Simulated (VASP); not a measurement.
Here is a VASP 6.6.1 calculation.

File INCAR:

```
SYSTEM = RbH3
  ALGO = Normal
  EDIFF = 1E-6
  ENCUT = 520
  GGA = PE
  ISIF = 2
  ISMEAR = 0
  LASPH = .TRUE.
  LCHARG = .FALSE.
  LREAL = .FALSE.
  LWAVE = .FALSE.
  NBANDS = 14
  NELM = 60
  PREC = Accurate
  SIGMA = 0.02
```

File KPOINTS:

```
k-points
0
G
  8 8 8
  0 0 0
```

File POSCAR:

```
RbH3
1.0
    2.2111838806     -3.6935372440      0.0000000000
    2.2111838806      3.6935372440      0.0000000000
    0.0000000000      0.0000000000      3.5982641330
Rb H
1 3
Direct
    0.0000000000      0.0000000000      0.0000000000
    0.6421379706      0.3578620294      0.5000000000
    0.3578620294      0.6421379706      0.5000000000
    0.5000000000      0.5000000000      0.5000000000
```

Potentials or basis: VASP PAW PBE potentials, release 64 (Rb_sv, H).

Launch:

```bash
$ cat potpaw_PBE.64/Rb_sv/POTCAR potpaw_PBE.64/H/POTCAR > POTCAR
$ mpirun -np 1 vasp_std > vasp.out
```

(1) Predict the band gap on the k mesh.

(2) Predict the largest force.

(3) Estimate the pressure.

Answers

(1) 0.98 eV, direct.

(2) 0.006 eV/Å.

(3) -0.1 GPa.
